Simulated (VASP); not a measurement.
# Mo (P6/mmm) in VASP: notebook, part 2 of 2

VASP 6.6.1. The steps go on from the part before.

## Step 4: Single point, r2SCAN

This run uses another cell than the first one, of the same volume but with other edges.

POSCAR reads:

```
Mo
1.0
    2.7729877995      0.0000000000      0.0000000000
   -1.3864938997      2.4014778787      0.0000000000
    0.0000000000      0.0000000000      2.4865800244
Mo
1
Direct
    0.0000000000      0.0000000000      0.5000000000
```

INCAR.step1 reads:

```
PREC = Accurate
ENCUT = 520
ISMEAR = 0
SIGMA = 0.15
LREAL = False
LASPH = True
NELM = 80
NBANDS = 13
GGA = PE
ALGO = Normal
EDIFF = 1E-4
LWAVE = True
LCHARG = False
```

INCAR.step2 reads:

```
PREC = Accurate
ENCUT = 520
EDIFF = 1E-6
ISMEAR = 0
SIGMA = 0.15
LREAL = False
LASPH = True
NELM = 80
ALGO = Normal
ISIF = 2
LWAVE = False
LCHARG = True
METAGGA = R2SCAN
LMIXTAU = True
LELF = True
LVHAR = True
NBANDS = 13
ISTART = 1
```

KPOINTS reads:

```
Automatic mesh
0
Gamma
  24 24 20
```

Potentials or basis: VASP PAW PBE potentials, release 64 (Mo_sv).

Command:

```
$ cat potpaw_PBE.64/Mo_sv/POTCAR > POTCAR
$ cp INCAR.step1 INCAR
$ mpirun -np 1 vasp_std > vasp.out
$ cp INCAR.step2 INCAR
$ mpirun -np 1 vasp_std > vasp.out
```

OUTCAR:

```text
PREC = Accurate
   ENCUT = 520
   EDIFF = 1E-6
   ISMEAR = 0
   LREAL = False
   LASPH = True
   NELM = 80
   ISIF = 2
   METAGGA = R2SCAN
   ISTART = 1

 ion  position               nearest neighbor table
   1  0.000  0.000  0.500-

  LATTYP: Found a hexagonal cell.
 ALAT       =     2.7729877995
 C/A-ratio  =     0.8967150973

  Lattice vectors:

 A1 = (   2.7729877995,   0.0000000000,   0.0000000000)
 A2 = (  -1.3864938997,   2.4014778787,   0.0000000000)
 A3 = (   0.0000000000,   0.0000000000,   2.4865800244)

Analysis of symmetry for initial positions (statically):
=====================================================================
 Subroutine PRICEL returns:
 Original cell was already a primitive cell.

 Routine SETGRP: Setting up the symmetry group for a
 hexagonal supercell.

 Subroutine GETGRP returns: Found 24 space group operations
 (whereof 24 operations were pure point group operations)
 out of a pool of 24 trial point group operations.

The static configuration has the point symmetry D_6h.

Analysis of symmetry for dynamics (positions and initial velocities):
=====================================================================
 Subroutine PRICEL returns:
 Original cell was already a primitive cell.

 Routine SETGRP: Setting up the symmetry group for a
 hexagonal supercell.

 Subroutine GETGRP returns: Found 24 space group operations
 (whereof 24 operations were pure point group operations)
 out of a pool of 24 trial point group operations.

The dynamic configuration has the point symmetry D_6h.

 Subroutine INISYM returns: Found 24 space group operations
 (whereof 24 operations are pure point group operations),
 and found     1 'primitive' translations

----------------------------------------------------------------------------------------

                                     Primitive cell

  volume of cell :      16.5588

  direct lattice vectors                    reciprocal lattice vectors
     2.772987800  0.000000000  0.000000000     0.360621854  0.208205124  0.000000000
    -1.386493900  2.401477879  0.000000000     0.000000000  0.416410248  0.000000000
     0.000000000  0.000000000  2.486580024     0.000000000  0.000000000  0.402158784

  length of vectors
     2.772987800  2.772987799  2.486580024     0.416410248  0.416410248  0.402158784

  position of ions in fractional coordinates (direct lattice)
     0.000000000  0.000000000  0.500000000

  ion indices of the primitive-cell ions
   primitive index   ion index
                 1           1

----------------------------------------------------------------------------------------

 KPOINTS: Automatic mesh

Automatic generation of k-mesh.
 Grid dimensions read from file:
 generate k-points for:   24   24   20

 Generating k-lattice:

  Cartesian coordinates                     Fractional coordinates (reciprocal lattice)
     0.015025911  0.008675214  0.000000000     0.041666667  0.000000000  0.000000000
     0.000000000  0.017350427  0.000000000     0.000000000  0.041666667  0.000000000
     0.000000000  0.000000000  0.020107939     0.000000000  0.000000000  0.050000000

  Length of vectors
     0.017350427  0.017350427  0.020107939

  Shift w.r.t. Gamma in fractional coordinates (k-lattice)
     0.000000000  0.000000000  0.000000000

 Subroutine IBZKPT returns following result:
 ===========================================

 Found    671 irreducible k-points:

 Following reciprocal coordinates:
            Coordinates               Weight
  0.000000  0.000000  0.000000      1.000000
  0.041667  0.000000  0.000000      6.000000
  0.083333 -0.000000  0.000000      6.000000
  0.125000  0.000000  0.000000      6.000000
  0.166667 -0.000000  0.000000      6.000000
  0.208333  0.000000  0.000000      6.000000
[... 16 lines left out ...]
  0.416667  0.041667  0.000000     12.000000
  0.458333  0.041667  0.000000     12.000000
 [... further k-points ...]
   k-points           NKPTS =    671   k-points in BZ     NKDIM =    671   number of bands    NBANDS=     13
   number of dos      NEDOS =    301   number of ions     NIONS =      1
   total plane-waves  NPLWV =  10368
   dimension x,y,z NGX =    24 NGY =   24 NGZ =   18
   dimension x,y,z NGXF=    48 NGYF=   48 NGZF=   36
   ions per type =               1
   NGX,Y,Z   is equivalent  to a cutoff of  14.39, 14.39, 12.03 a.u.
   NGXF,Y,Z  is equivalent  to a cutoff of  28.78, 28.78, 24.07 a.u.
 SYSTEM =  unknown system
   PREC   = accura    normal or accurate (medium, high low for compatibility)
   ISTART =      1    job   : 0-new  1-cont  2-samecut
   ICHARG =      0    charge: 1-file 2-atom 10-const
   ISPIN  =      1    spin polarized calculation?
   LNONCOLLINEAR =      F non collinear calculations
   LSORBIT =      F    spin-orbit coupling
   LASPH  =      T    aspherical Exc in radial PAW
   ENCUT  =  520.0 eV  38.22 Ry    6.18 a.u.   5.16  5.16  4.62*2*pi/ulx,y,z
   NELM   =     80;   NELMIN=  2; NELMDL=  0     # of ELM steps
   EDIFF  = 0.1E-05   stopping-criterion for ELM
   LREAL  =      F    real-space projection
   EDIFFG = 0.1E-04   stopping-criterion for IOM
   NSW    =      0    number of steps for IOM
   IBRION =     -1    ionic relax: 0-MD 1-quasi-New 2-CG
   NFREE  =      0    steps in history (QN), initial steepest desc. (CG)
   ISIF   =      2    stress and relaxation
   ISYM   =      2    0-nonsym 1-usesym 2-fastsym
   POTIM  = 0.5000    time-step for ionic-motion
   TEBEG  =    0.0;   TEEND  =   0.0 temperature during run
   PSTRESS=    0.0 pullay stress
   NELECT =      14.0000    total number of electrons
   NUPDOWN=      -1.0000    fix difference up-down
   EMIN   =  10.00;   EMAX   =-10.00  energy-range for DOS
   EFERMI =   0.00;   METHOD = LEGACY
   ISMEAR =     0;   SIGMA  =   0.15  broadening in eV -4-tet -1-fermi 0-gaus
   EFERMI_NEDOS =   21; number of points for ismear=-14 and -15
   IALGO  =     38    algorithm
   IMIX   =      4    mixing-type and parameters
     AMIX     =   0.40;   BMIX     =  1.00
     AMIX_MAG =   1.60;   BMIX_MAG =  1.00
  volume/ion in A,a.u.               =      16.56       111.74
  Fermi-wavevector in a.u.,A,eV,Ry     =   1.548013  2.925320 32.604229  2.396343
  Thomas-Fermi vector in A             =   2.653024
   LORBIT       =      0    0 simple, 1 ext, 2 COOP (PROOUT), +10 PAW based schemes
   METAGGA = R2SCAN    functional components
   LHFCALC =     F    Hartree Fock is set to
   AEXX    =    0.0000 exact exchange contribution
   IVDW    =     0    specifies the selected vdW correction
   LEPSILON=     F    determine dielectric tensor
   LRPA    =     F    only Hartree local field effects (RPA)
 non-spin polarized calculation
 Gauss-broadening in eV      SIGMA  =   0.15
  energy-cutoff  :      520.00
  volume of cell :       16.56
 maximum number of plane-waves:       459
 NGX is ok and might be reduce to    24

 number of electron      13.9999996 magnetization

 Free energy of the ion-electron system (eV)
  ---------------------------------------------------
  ext. energy  EPLUGINS =         0.00000000
  ---------------------------------------------------
  free energy    TOTEN  =       -25.14398981 eV

  energy without entropy =      -25.13332488  energy(sigma->0) =      -25.13865734

 E-fermi :  11.4972     XC(G=0): -14.1434

 val. band max:       11.4871818861   @ k =   0.2083   0.0417   0.4500
 cond. band min:      11.4995482329   @ k =   0.0417   0.0000   0.4500
 fundamental gap:      0.0123663467
 Fermi energy:        11.4971906576

 k-point     1 :       0.0000    0.0000    0.0000
  band No.  band energies     occupation
      1     -51.4764      2.00000
      2     -24.0422      2.00000
      3     -24.0422      2.00000
      4     -23.6955      2.00000
      5       4.3754      2.00000
      6       6.7679      2.00000
      7      10.5445      2.00000
      8      10.5445      2.00000
      9      16.0778      0.00000
     10      16.0778      0.00000
     11      24.7595      0.00000
     12      29.4470      0.00000
     13      32.7967      0.00000
[... 353 lines left out ...]
 k-point    24 :       0.4583    0.0417    0.0000
  band No.  band energies     occupation
      1     -51.2621      2.00000
      2     -25.3538      2.00000
      3     -24.3612      2.00000
      4     -23.5592      2.00000
      5       6.4662      2.00000
      6       7.8751      2.00000
      7      12.1505      0.00000
      8      13.2834      0.00000
      9      15.4423      0.00000
     10      15.9174      0.00000
     11      21.7588      0.00000
     12      25.1685      0.00000
     13      29.6583      0.00000

 [... further k-points ...]
[... 5 lines left out ...]
  --------------------------------------------------------------------------------------
  -------------------------------------------------------------------------------------
  Total       -0.1094759     -0.1094759      0.5581691     -0.0000000     -0.0000000      0.0000000
  in kB      -10.5925413    -10.5925413     54.0066635     -0.0000000     -0.0000000      0.0000000
  external PRESSURE =      10.9405269 kB  Pullay stress =       0.0000000 kB

 VOLUME and BASIS-vectors are now :
 -----------------------------------------------------------------------------
  energy-cutoff  :      520.00
  volume of cell :       16.56
      direct lattice vectors                 reciprocal lattice vectors
     2.772987800  0.000000000  0.000000000     0.360621854  0.208205124  0.000000000
    -1.386493900  2.401477879  0.000000000     0.000000000  0.416410248  0.000000000
     0.000000000  0.000000000  2.486580024     0.000000000  0.000000000  0.402158784

 POSITION                                       TOTAL-FORCE (eV/Angst)
 -----------------------------------------------------------------------------------
      0.00000      0.00000      1.24329         0.000000      0.000000      0.000000
 -----------------------------------------------------------------------------------
    total drift:                                0.000000      0.000000      0.000000

  FREE ENERGIE OF THE ION-ELECTRON SYSTEM (eV)
  ---------------------------------------------------
  free  energy   TOTEN  =       -25.1439898081 eV

  energy  without entropy=      -25.1333248767  energy(sigma->0) =      -25.13865734
```

OSZICAR.step1:

```text
N       E                     dE             d eps       ncg     rms          rms(c)
DAV:   1     0.111005207923E+03    0.11101E+03   -0.91723E+03 17595   0.112E+03
DAV:   2    -0.910947562166E+01   -0.12011E+03   -0.11625E+03 19531   0.330E+02
DAV:   3    -0.105163516377E+02   -0.14069E+01   -0.14030E+01 20621   0.366E+01
DAV:   4    -0.105205495998E+02   -0.41980E-02   -0.41977E-02 19721   0.226E+00
DAV:   5    -0.105205835458E+02   -0.33946E-04   -0.33948E-04 20731   0.172E-01    0.132E+01
DAV:   6    -0.101118356436E+02    0.40875E+00   -0.54263E-01 17816   0.869E+00    0.414E+00
DAV:   7    -0.100618892151E+02    0.49946E-01   -0.10112E-01 19626   0.359E+00    0.711E-01
DAV:   8    -0.100597195582E+02    0.21697E-02   -0.35709E-03 18251   0.752E-01    0.762E-02
DAV:   9    -0.100597572685E+02   -0.37710E-04   -0.42911E-05 13931   0.841E-02
   1 F= -.10059757E+02 E0= -.10054152E+02  d E =-.112114E-01
```

It took 5.5 min on 1 thread of Intel Xeon Platinum 8259CL at 2.50GHz (Skylake/Cascade Lake), shared host; peak memory 0.24 GiB.

Results:

| Quantity | Value |
| --- | --- |
| Free energy | -25.1440 eV |
| Pressure | 1.1 GPa |
| Band gap on the k mesh | zero (bands 7 and 8 overlap by 1.77 eV) |

Caveat: the stress differs along the axes, from -1 to 5 GPa; the PAW data sets were made with another functional, which shifts forces and pressure a little.

## Step 5: Overview

| cell | gap on the mesh (eV) | pressure (GPa) |
| --- | --- | --- |
| a = 2.813, b = 2.813, c = 2.417 Å, angles 90.0, 90.0, 120.0°, 1 atom | none | 2.0 |
| a = 2.650, b = 2.650, c = 2.723 Å, angles 90.0, 90.0, 120.0°, 1 atom | none | 5.7 |
| a = 2.773, b = 2.773, c = 2.487 Å, angles 90.0, 90.0, 120.0°, 1 atom | none | 1.1 |

Alike in all rows: task single point; level r2SCAN; potentials or basis VASP PAW PBE potentials, release 64 (Mo_sv); no spin polarisation; k mesh 24 × 24 × 20; cutoff (eV) 520; smearing gaussian 0.15 eV.

Caveats: the PAW data sets were made with another functional, which shifts forces and pressure a little; the stress differs along the axes, from -4 to 13 GPa (at least some runs); the stress differs along the axes, from -17 to 17 GPa (at least some runs); the stress differs along the axes, from -1 to 5 GPa (at least some runs).

Total energies depend on the potentials used, so only differences within one code and one set of settings carry meaning.
